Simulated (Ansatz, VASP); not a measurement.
## One calculation of InAs, two programs

```xyz
2
Lattice="3.4121 0.0000 0.0000 -1.7061 2.9550 0.0000 0.0000 0.0000 5.5677" Properties=species:S:1:pos:R:3 pbc="T T T"
In    0.0000    0.0000    0.0000
As    0.0000    0.0000    2.7838
```

Alike in both runs: task single point; functional PBE; k mesh 6 × 6 × 4; occupations gaussian, width 0.1 eV; no spin polarisation.

|  | VASP | Ansatz |
| --- | --- | --- |
| version | VASP 6.6.1 | Ansatz 0.2.0 |
| potentials or method | VASP PAW PBE potentials, release 64 (In_d, As), cutoff 500 eV | scalar-relativistic, plane waves, PAW |
| valence electrons in the cell | 18 | 28 |

```tsv
	VASP	Ansatz	Ansatz less VASP
gap on the k mesh at the Fermi level (eV)	none	none	-
pressure (GPa)	-5.5	-5.5	+0.01
traceless stress, the component that is largest in VASP (GPa)	5.89	5.88	-0.010
```

A gap of «none» marks a metal or a gap that the smearing closes. VASP's potentials hold 18 valence electrons a cell and Ansatz's 28, so a difference there can come from the potentials and not from the codes.
